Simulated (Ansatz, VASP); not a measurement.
## TiO in VASP and in Ansatz

The input POSCAR:

```
TiO
1.0
    2.7158868508      0.0000000000      0.0000000000
   -1.3579434254      2.3520270066      0.0000000000
    0.0000000000      0.0000000000      3.0035235676
Ti O
1 1
Direct
    0.6666666667      0.3333333333      0.0000000000
    0.0000000000      0.0000000000      0.5000000000
```

File INCAR.step1:

```
ALGO = Normal
EDIFF = 1E-4
ENCUT = 520
GGA = PE
ISMEAR = 0
LASPH = T
LCHARG = F
LREAL = F
LWAVE = T
NBANDS = 16
NELM = 100
PREC = Accurate
SIGMA = 0.15
```

INCAR.step2

```
ALGO = Normal
EDIFF = 1E-6
ENCUT = 520
ISIF = 2
ISMEAR = 0
ISTART = 1
LASPH = T
LCHARG = F
LMIXTAU = T
LREAL = F
LWAVE = F
METAGGA = R2SCAN
NBANDS = 16
NELM = 100
PREC = Accurate
SIGMA = 0.15
```

File KPOINTS:

```
k-points
0
Gamma
  30 30 24
```

Input for Ansatz:

```yaml
crystal:
  lattice:
    - [2.7158868508, 0.0, 0.0]
    - [-1.3579434254, 2.3520270066, 0.0]
    - [0.0, 0.0, 3.0035235676]
  atoms:
    - { symbol: Ti, position: [0.6666666667, 0.3333333333, 0.0] }
    - { symbol: O, position: [0.0, 0.0, 0.5] }
basis:
  ecutwfc: 500
kpoints:
  mp_grid: { grid: [30, 30, 24] }
hamiltonian:
  xc: r2scan
scf:
  occupations: { method: gaussian, width: 0.15 }
output:
  forces: true
  stress: true
  eigenvalues: true
  write_density: true
  write_potential: true
  elf: true
  volumetric_format: npy
```

Alike in both runs: task single point; functional r2SCAN; k mesh 30 × 30 × 24; occupations gaussian, width 0.15 eV; no spin polarisation.

|  | VASP | Ansatz |
| --- | --- | --- |
| version | VASP 6.6.1 | Ansatz 0.2.0 |
| potentials or method | VASP PAW PBE potentials, release 64 (Ti_sv, O), cutoff 520 eV | scalar-relativistic, plane waves, PAW |
| valence electrons in the cell | 18 | 18 |

Ansatz gave:

- gap on the k mesh at the Fermi level (eV): 0.21
- least direct gap on the mesh (eV): 0.31
- pressure (GPa): -1.2
- traceless stress, the component that is largest in VASP (GPa): -29.14

Task: Which values does VASP return?

Result: gap on the k mesh at the Fermi level (eV): 0.21; least direct gap on the mesh (eV): 0.30; pressure (GPa): 0.5; traceless stress, the component that is largest in VASP (GPa): -28.69.

VASP's potentials were made for PBE, not for r2SCAN.
